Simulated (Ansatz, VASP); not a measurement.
## BiB: VASP beside Ansatz

INCAR

```
PREC = Accurate
ENCUT = 520
EDIFF = 1E-6
ISMEAR = -1
SIGMA = 0.02
LREAL = F
LASPH = T
NELM = 100
ALGO = Normal
ISIF = 2
LWAVE = F
LCHARG = T
GGA = PE
LELF = T
LVHAR = T
NBANDS = 16
```

File KPOINTS:

```
Automatic mesh
0
Gamma
  8 8 8
```

POSCAR

```
BiB
1.0
    0.0311543252      2.7448744688      2.7448744688
    2.7448744688      0.0311543252      2.7448744688
    2.7760287940      2.7760287940      0.0000000000
B Bi
1 1
Direct
    0.0011628996      0.0011628996     -0.0011628996
    0.2488371004      0.2488371004      0.2511628996
```

Input for Ansatz:

```yaml
crystal:
  lattice:
    - [0.0311543252, 2.7448744688, 2.7448744688]
    - [2.7448744688, 0.0311543252, 2.7448744688]
    - [2.776028794, 2.776028794, 0.0]
  atoms:
    - { symbol: B, position: [0.0011628996, 0.0011628996, -0.0011628996] }
    - { symbol: Bi, position: [0.2488371004, 0.2488371004, 0.2511628996] }
kpoints:
  mp_grid: { grid: [8, 8, 8] }
  band_path:
    path:
      - [0.0, 0.0, 0.0]
      - [-0.5, -0.5, 0.0]
      - [-0.375, -0.375, 0.25]
      - [-0.375, 0.0, 0.375]
      - [0.0, 0.0, 0.5]
      - [-0.5, -0.25, 0.25]
    npoints: 1
hamiltonian:
  xc: pbe
scf:
  occupations: { method: fermi_dirac, width: 0.02 }
  n_extra_bands: 4
output:
  forces: true
  stress: true
  eigenvalues: true
```

Change from the starting cell: shear_xy strain +2.3%.

Alike in both runs: task single point; functional PBE; k mesh 8 × 8 × 8; occupations fermi-dirac, width 0.02 eV; no spin polarisation.

|  | VASP | Ansatz |
| --- | --- | --- |
| version | VASP 6.6.1 | Ansatz 0.2.0 |
| potentials or method | VASP PAW PBE potentials, release 64 (B, Bi_d) | plane waves, PAW |
| plane-wave cutoff (eV) | 520 | 420 |
| valence electrons in the cell | 18 | 18 |

|  | VASP | Ansatz | Ansatz less VASP |
| --- | --- | --- | --- |
| pressure (GPa) | 1.3 | 1.3 | +0.07 |
| traceless stress, the component that is largest in VASP (GPa) | -1.76 | -1.76 | -0.003 |
| rms of the force components (eV/Å) | 0.005 | 0.005 | +0.0005 |

Atom by atom the forces differ by 0.001 eV/Å (rms over components).

Spin-orbit coupling is off throughout.
